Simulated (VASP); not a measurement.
Write the native input for VASP 6.6.1 that does the following.

- Task: single point
- Functional: PBEsol
- Potentials or basis: VASP PAW PBE potentials, release 64 (Cd, S)
- Cutoff: 520 eV
- k mesh: 7 × 7 × 7
- Occupations: fermi-dirac, width 0.02 eV
- Spin: no spin polarisation
- Dipole correction: no
- Further INCAR settings: ALGO = Normal; EDIFF = 1e-06; NBANDS = 16

The structure of CdS lies in POSCAR:

```
CdS
1.0
    0.0000000000      2.9816809780      2.9816809780
    2.9816809780      0.0000000000      2.9816809780
    2.9816809780      2.9816809780      0.0000000000
Cd S
1 1
Direct
    0.0000000000      0.0000000000      0.0000000000
    0.7500000000      0.7500000000      0.7500000000
```

This cell differs from its parent crystal: volume scaled by 1.04.

One way to write it, as run:

INCAR

```
PREC = Accurate ; ENCUT = 520
EDIFF = 1E-6 ; ISMEAR = -1
SIGMA = 0.02 ; LREAL = F
LASPH = T ; NELM = 80
ALGO = Normal ; ISIF = 2
LWAVE = F ; LCHARG = T
GGA = PS ; LELF = T
LVHAR = T ; NBANDS = 16
```

KPOINTS

```
regular mesh
0
Gamma
  7 7 7
```

Potentials or basis: VASP PAW PBE potentials, release 64 (Cd, S).

The run is started by

```console
$ cat potpaw_PBE.64/Cd/POTCAR potpaw_PBE.64/S/POTCAR > POTCAR
$ mpirun -np 1 vasp_std > vasp.out
```

Results of the run:

| Item | Value |
| --- | --- |
| Pressure | -3.4 GPa |
| Band gap on the k mesh | 0.87 eV, direct |

Caveat: the PAW data sets were made with another functional, which shifts forces and pressure a little.

Run time: 11 s on 1 thread of Intel(R) Xeon(R) 6975P-C (Granite Rapids), with other jobs on the host, peak memory 0.18 GiB.
